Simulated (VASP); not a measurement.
Set up this calculation in VASP 6.6.1, as the native input.

| Item | Value |
| --- | --- |
| Task | single point |
| Functional | PBEsol |
| Potentials or basis | VASP PAW PBE potentials, release 64 (Sr_sv) |
| Cutoff | 520 eV |
| k mesh | 12 × 12 × 8 |
| Occupations | gaussian, width 0.15 eV |
| Spin | no spin polarisation |
| Dipole correction | no |
| Further INCAR settings | ALGO = Fast; EDIFF = 1e-06; NBANDS = 17 |

The structure of Sr lies in POSCAR:

```
Sr
1.0
    3.9359435012      0.0000000000      0.0000000000
   -1.9679717506      3.9411626031      0.0000000000
    0.0000000000      0.0000000000      6.7182569396
Sr
2
Direct
    0.3333333333      0.6666666667      0.2500000000
    0.6666666667      0.3333333333      0.7500000000
```

This cell differs from its parent crystal: strain +e along x and -e along y -0.0733, strain +e along z and -e/2 along x and y -0.0233.

These files were run (other wordings do the same):

INCAR

```
SYSTEM = Sr
  ALGO = Fast
  EDIFF = 1E-6
  ENCUT = 520
  GGA = PS
  ISIF = 2
  ISMEAR = 0
  LASPH = .TRUE.
  LCHARG = .TRUE.
  LELF = .TRUE.
  LREAL = .FALSE.
  LVHAR = .TRUE.
  LWAVE = .FALSE.
  NBANDS = 17
  NELM = 80
  PREC = Accurate
  SIGMA = 0.15
```

KPOINTS

```
k-points
0
G
  12 12 8
  0 0 0
```

Potentials or basis: VASP PAW PBE potentials, release 64 (Sr_sv).

The run is started by

```sh
$ cat potpaw_PBE.64/Sr_sv/POTCAR > POTCAR
$ mpirun -np 1 vasp_std > vasp.out
```

Results of the run:

```yaml
Pressure: 0.2 GPa
Largest_force: 0.149 eV/Å
Band_gap_on_the_k_mesh: zero (bands 10 and 11 overlap by 0.12 eV)
```

Caveat: the cell differs from its parent crystal (strain +e along x and -e along y -0.0733, strain +e along z and -e/2 along x and y -0.0233); the PAW data sets were made with another functional, which shifts forces and pressure a little.

Wall time 4.8 min on 1 thread of AMD EPYC 7R43 64-Core Processor (Zen 3) (shared host), peak memory 0.42 GiB.
